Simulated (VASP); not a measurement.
# TaN (Fm-3m) in VASP: notebook, part 3 of 3

VASP 6.6.1. Earlier steps stand in the parts before.

**5. Electric field gradients, PBEsol (volume scaled by 0.96)**

Input file INCAR:

```
PREC     = Accurate       # precision mode
ENCUT    = 520            # plane-wave cutoff, eV
EDIFF    = 1E-8           # SCF threshold, eV
ISMEAR   = -1             # smearing method
SIGMA    = 0.02           # smearing width, eV
LREAL    = False          # projectors in reciprocal space
LASPH    = True           # aspherical terms in the spheres
NELM     = 120            # most SCF steps
ALGO     = Normal         # electronic algorithm
ISIF     = 2              # what is computed and relaxed
LWAVE    = False          # write WAVECAR
LCHARG   = False          # write CHGCAR
GGA      = PS             # functional
LEFG     = True         
NBANDS   = 15             # bands
GGA_COMPAT= False
```

Input file KPOINTS:

```
regular mesh
0
Gamma
  9 9 9
```

Input file POSCAR:

```
TaN
1.0
    0.0000000000      2.1495504440      2.1495504440
    2.1495504440      0.0000000000      2.1495504440
    2.1495504440      2.1495504440      0.0000000000
Ta N
1 1
Direct
    0.5000000000      0.5000000000      0.5000000000
    0.0000000000      0.0000000000      0.0000000000
```

Potentials or basis: VASP PAW PBE potentials, release 64 (Ta_pv, N).

Command:

```console
$ cat potpaw_PBE.64/Ta_pv/POTCAR potpaw_PBE.64/N/POTCAR > POTCAR
$ mpirun -np 1 vasp_std > vasp.out
```

OUTCAR:

```text
PREC = Accurate
   ENCUT = 520
   EDIFF = 1E-8
   ISMEAR = -1
   LREAL = False
   LASPH = True
   NELM = 120
   ISIF = 2
   GGA = PS

 ion  position               nearest neighbor table
   1  0.500  0.500  0.500-   2 2.15   2 2.15   2 2.15   2 2.15   2 2.15   2 2.15
   2  0.000  0.000  0.000-   1 2.15   1 2.15   1 2.15   1 2.15   1 2.15   1 2.15

  LATTYP: Found a face centered cubic cell.
 ALAT       =     4.2991008880

  Lattice vectors:

 A1 = (   0.0000000000,   2.1495504440,   2.1495504440)
 A2 = (   2.1495504440,   0.0000000000,   2.1495504440)
 A3 = (   2.1495504440,   2.1495504440,   0.0000000000)

Analysis of symmetry for initial positions (statically):
=====================================================================
 Subroutine PRICEL returns:
 Original cell was already a primitive cell.

 Routine SETGRP: Setting up the symmetry group for a
 face centered cubic supercell.

[... 619 lines left out ...]
  volume of cell :       19.86
      direct lattice vectors                 reciprocal lattice vectors
     0.000000000  2.149550444  2.149550444    -0.232606777  0.232606777  0.232606777
     2.149550444  0.000000000  2.149550444     0.232606777 -0.232606777  0.232606777
     2.149550444  2.149550444  0.000000000     0.232606777  0.232606777 -0.232606777

 POSITION                                       TOTAL-FORCE (eV/Angst)
 -----------------------------------------------------------------------------------
      2.14955      2.14955      2.14955        -0.000000     -0.000000      0.000000
      0.00000      0.00000      0.00000         0.000000      0.000000     -0.000000
 -----------------------------------------------------------------------------------
    total drift:                                0.000000     -0.000000     -0.000000

  FREE ENERGIE OF THE ION-ELECTRON SYSTEM (eV)
  ---------------------------------------------------
  free  energy   TOTEN  =       -23.1376870951 eV

  energy  without entropy=      -23.1366856646  energy(sigma->0) =      -23.13718638

 Electric field gradients (V/A^2)
---------------------------------------------------------------------
 ion       V_xx      V_yy      V_zz      V_xy      V_xz      V_yz
---------------------------------------------------------------------
   1      -0.000    -0.000     0.000     0.000     0.000     0.000
   2      -0.000    -0.000    -0.000    -0.000    -0.000    -0.000
---------------------------------------------------------------------

 Electric field gradients after diagonalization (V/A^2)
 (convention: |V_zz| > |V_xx| > |V_yy|)
----------------------------------------------------------------------
 ion       V_xx      V_yy      V_zz     asymmetry (V_yy - V_xx)/ V_zz
----------------------------------------------------------------------
   1      -0.000    -0.000     0.001       0.000
   2       0.000     0.000    -0.001       0.000
----------------------------------------------------------------------

           NMR quadrupolar parameters

 Cq : quadrupolar parameter    Cq=e*Q*V_zz/h
 eta: asymmetry parameters     (V_yy - V_xx)/ V_zz
 Q  : nuclear electric quadrupole moment in mb (millibarn)
----------------------------------------------------------------------
 ion       Cq(MHz)       eta       Q (mb)
----------------------------------------------------------------------
   1       0.000       0.000       1.000
   2      -0.000       0.000       1.000
----------------------------------------------------------------------
```

OSZICAR:

```text
N       E                     dE             d eps       ncg     rms          rms(c)
DAV:   1     0.859556837258E+02    0.85956E+02   -0.89338E+03  1065   0.115E+03
DAV:   2    -0.233176693689E+02   -0.10927E+03   -0.10221E+03  1358   0.300E+02
DAV:   3    -0.259224807018E+02   -0.26048E+01   -0.25905E+01  1148   0.434E+01
DAV:   4    -0.259317659041E+02   -0.92852E-02   -0.92831E-02  1338   0.279E+00
DAV:   5    -0.259318235603E+02   -0.57656E-04   -0.57656E-04  1190   0.185E-01    0.281E+01
DAV:   6    -0.232189391095E+02    0.27129E+01   -0.47510E+00  1269   0.254E+01    0.121E+01
DAV:   7    -0.231733379686E+02    0.45601E-01   -0.52804E-01  1239   0.559E+00    0.790E+00
DAV:   8    -0.231447760384E+02    0.28562E-01   -0.13485E-01  1134   0.288E+00    0.169E+00
DAV:   9    -0.231379922833E+02    0.67838E-02   -0.20788E-02  1113   0.115E+00    0.395E-01
DAV:  10    -0.231377774851E+02    0.21480E-03   -0.15525E-03  1225   0.451E-01    0.962E-02
DAV:  11    -0.231376903404E+02    0.87145E-04   -0.19573E-04  1148   0.152E-01    0.348E-02
DAV:  12    -0.231376878157E+02    0.25247E-05   -0.12781E-05  1183   0.332E-02    0.963E-03
DAV:  13    -0.231376870748E+02    0.74090E-06   -0.15257E-06  1155   0.949E-03    0.446E-03
DAV:  14    -0.231376870983E+02   -0.23486E-07   -0.94731E-08  1218   0.268E-03    0.419E-04
DAV:  15    -0.231376870951E+02    0.31800E-08   -0.35821E-09   553   0.578E-04
   1 F= -.23137687E+02 E0= -.23137186E+02  d E =-.100143E-02
```

stdout:

```text
POSCAR found type information on POSCAR TaN
 POSCAR found :  2 types and       2 ions
 scaLAPACK will be used
 -----------------------------------------------------------------------------
|                                                                             |
|                                                                             |
|     You enforced a specific xc type in the INCAR file but a different       |
|     I HOPE YOU KNOW WHAT YOU ARE DOING!                                     |
|                                                                             |
 -----------------------------------------------------------------------------

 LDA part: xc-table for (Slater+PW92), standard interpolation
 POSCAR, INCAR and KPOINTS ok, starting setup
 FFT: planning ... GRIDC
 FFT: planning ... GRID_SOFT
 FFT: planning ... GRID
 WAVECAR not read
 entering main loop
ion   1

ion   2
```

Run time: 7.5 s. Hardware: 1 thread of Intel Xeon 6975P-C, shared host; peak memory 0.15 GiB.

Results:

| Item | Value |
| --- | --- |
| Free energy | -23.1377 eV |
| Pressure | 22.5 GPa |
| Band gap on the k mesh | zero (band 8 reaches 11.88 eV, above the bottom of band 9 at 7.83 eV) |

Caveat: without QUAD_EFG the Cq values of the log hold for a quadrupole moment of 1 mb, not for the nuclei; the PAW data sets were made with another functional, which shifts forces and pressure a little; spin-orbit coupling is left out, which moves the levels of the heavy elements.

**6. Electric field gradients, PBEsol (volume scaled by 0.98)**

Input file INCAR:

```
SYSTEM = TaN
  PREC = Accurate
  ENCUT = 520
  EDIFF = 1E-8
  ISMEAR = -1
  SIGMA = 0.02
  LREAL = .False.
  LASPH = .True.
  NELM = 120
  ALGO = Normal
  ISIF = 2
  LWAVE = .False.
  LCHARG = .False.
  GGA = PS
  LEFG = .True.
  NBANDS = 15
  GGA_COMPAT = .False.
```

Input file KPOINTS:

```
Automatic mesh
0
Gamma
  9 9 9
  0 0 0
```

Input file POSCAR:

```
TaN
1.0
    0.0000000000      2.1643753983      2.1643753983
    2.1643753983      0.0000000000      2.1643753983
    2.1643753983      2.1643753983      0.0000000000
Ta N
1 1
Direct
    0.5000000000      0.5000000000      0.5000000000
    0.0000000000      0.0000000000      0.0000000000
```

Potentials or basis: VASP PAW PBE potentials, release 64 (Ta_pv, N).

Command:

```console
$ cat potpaw_PBE.64/Ta_pv/POTCAR potpaw_PBE.64/N/POTCAR > POTCAR
$ mpirun -np 1 vasp_std > vasp.out
```

OUTCAR:

```text
SYSTEM = TaN
   PREC = Accurate
   ENCUT = 520
   EDIFF = 1E-8
   ISMEAR = -1
   LREAL = .False.
   LASPH = .True.
   NELM = 120
   ISIF = 2
   GGA = PS

 ion  position               nearest neighbor table
   1  0.500  0.500  0.500-   2 2.16   2 2.16   2 2.16   2 2.16   2 2.16   2 2.16
   2  0.000  0.000  0.000-   1 2.16   1 2.16   1 2.16   1 2.16   1 2.16   1 2.16

  LATTYP: Found a face centered cubic cell.
 ALAT       =     4.3287507966

  Lattice vectors:

 A1 = (   0.0000000000,   2.1643753983,   2.1643753983)
[... 644 lines left out ...]
  ---------------------------------------------------
  free  energy   TOTEN  =       -23.1842862666 eV

  energy  without entropy=      -23.1832468571  energy(sigma->0) =      -23.18376656

 Electric field gradients (V/A^2)
---------------------------------------------------------------------
 ion       V_xx      V_yy      V_zz      V_xy      V_xz      V_yz
---------------------------------------------------------------------
   1      -0.000    -0.000     0.000     0.000     0.000     0.000
   2      -0.000     0.000    -0.000    -0.000    -0.000    -0.000
---------------------------------------------------------------------

 Electric field gradients after diagonalization (V/A^2)
 (convention: |V_zz| > |V_xx| > |V_yy|)
----------------------------------------------------------------------
 ion       V_xx      V_yy      V_zz     asymmetry (V_yy - V_xx)/ V_zz
----------------------------------------------------------------------
   1      -0.000    -0.000     0.001       0.000
   2       0.000     0.000    -0.001       0.000
----------------------------------------------------------------------

           NMR quadrupolar parameters

 Cq : quadrupolar parameter    Cq=e*Q*V_zz/h
 eta: asymmetry parameters     (V_yy - V_xx)/ V_zz
 Q  : nuclear electric quadrupole moment in mb (millibarn)
----------------------------------------------------------------------
 ion       Cq(MHz)       eta       Q (mb)
----------------------------------------------------------------------
   1       0.000       0.000       1.000
   2      -0.000       0.000       1.000
----------------------------------------------------------------------
```

Wall time 8.4 s (1 thread of Intel Xeon 6975P-C, shared host); peak memory 0.14 GiB.

Results:

```
Free energy            : -23.1843 eV
Pressure               : 13.5 GPa
Band gap on the k mesh : zero (band 8 reaches 11.59 eV, above the bottom of band 9 at 7.65 eV)
```

Caveat: without QUAD_EFG the Cq values of the log hold for a quadrupole moment of 1 mb, not for the nuclei; the PAW data sets were made with another functional, which shifts forces and pressure a little; spin-orbit coupling is left out, which moves the levels of the heavy elements.

**7. Summary**

| potentials or basis | cell | second run | gap on the mesh (eV) | pressure (GPa) |
| --- | --- | --- | --- | --- |
| VASP PAW PBE potentials, release 64 (Ta_sv_GW, N) | a = 3.082 Å, angles 60.0°, 2 atoms | valence_matched | none | 4.2 |
| VASP PAW PBE potentials, release 64 (Ta_pv, N) | a = 3.019 Å, angles 60.0°, 2 atoms | - | none | 32.2 |
| VASP PAW PBE potentials, release 64 (Ta_pv, N) | a = 3.040 Å, angles 60.0°, 2 atoms | - | none | 22.5 |
| VASP PAW PBE potentials, release 64 (Ta_pv, N) | a = 3.061 Å, angles 60.0°, 2 atoms | - | none | 13.5 |

Alike in all rows: task electric field gradients; level PBEsol; no spin polarisation; k mesh 9 × 9 × 9; cutoff (eV) 520; smearing fermi-dirac 0.02 eV.

Caveats: the PAW data sets were made with another functional, which shifts forces and pressure a little; spin-orbit coupling is left out, which moves the levels of the heavy elements.

Absolute energies hang on the potentials; compare differences alone.
